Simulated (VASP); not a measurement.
# V: single point with r2SCAN

The system is V.

```
CELL_PARAMETERS angstrom
0.00000 1.82071 1.82071
1.82071 0.00000 1.82071
1.82071 1.82071 0.00000
ATOMIC_POSITIONS crystal
V 0.00000 0.00000 0.00000
```

This isn't the form of V at room conditions, which is bcc.

| Item | Value |
| --- | --- |
| Program | VASP 6.6.1 |
| Task | single point |
| Functional | r2SCAN |
| Potentials or basis | VASP PAW PBE potentials, release 64 (V_sv) |
| Cutoff | 520 eV |
| k mesh | 16 × 16 × 16 |
| Occupations | fermi-dirac, width 0.05 eV |
| Spin | collinear spin, ferromagnetic start |
| Starting moments | [1.0] μB |
| Dipole correction | no |
| Further INCAR settings | ALGO = Normal; EDIFF = 1e-06; NBANDS = 16 |

```json
{
  "Pressure": "31.5 GPa",
  "Net moment": "0.00 μB per cell",
  "Valence electrons inside the program's atomic spheres": "V 11.83"
}
```

Levels at points of the mesh, in eV from the Fermi level:
Spin up:
```csv
k point,band 4,band 5,band 6,band 7,band 8,band 9
"(0.00, 0.00, 0.00)",-38.54,-7.66,0.15,0.15,0.15,2.50
"(0.50, 0.00, 0.00)",-38.70,-4.04,0.06,0.06,1.06,3.86
"(0.50, 0.50, 0.00)",-38.99,-4.34,-3.40,3.93,4.18,4.18
```
Spin down:
```tsv
k point	band 2	band 3	band 4	band 5	band 6	band 7	band 8	band 9	band 10	band 11
(0.00, 0.00, 0.00)	-38.54	-38.54	-38.54	-7.66	0.15	0.15	0.15	2.50	2.50	18.93
(0.50, 0.00, 0.00)	-39.86	-38.70	-38.70	-4.04	0.06	0.06	1.06	3.86	3.86	11.14
(0.50, 0.50, 0.00)	-39.77	-38.99	-38.99	-4.34	-3.40	3.93	4.18	4.18	4.20	14.03
```

Run time: 3 min on 1 thread of AMD EPYC 7R13 Processor (Zen 3), with other jobs on the host, peak memory 0.14 GiB.

Caveat: the cell stands under pressure; the moments typed at the start vanished in this run; the PAW data sets were made with another functional, which shifts forces and pressure a little.
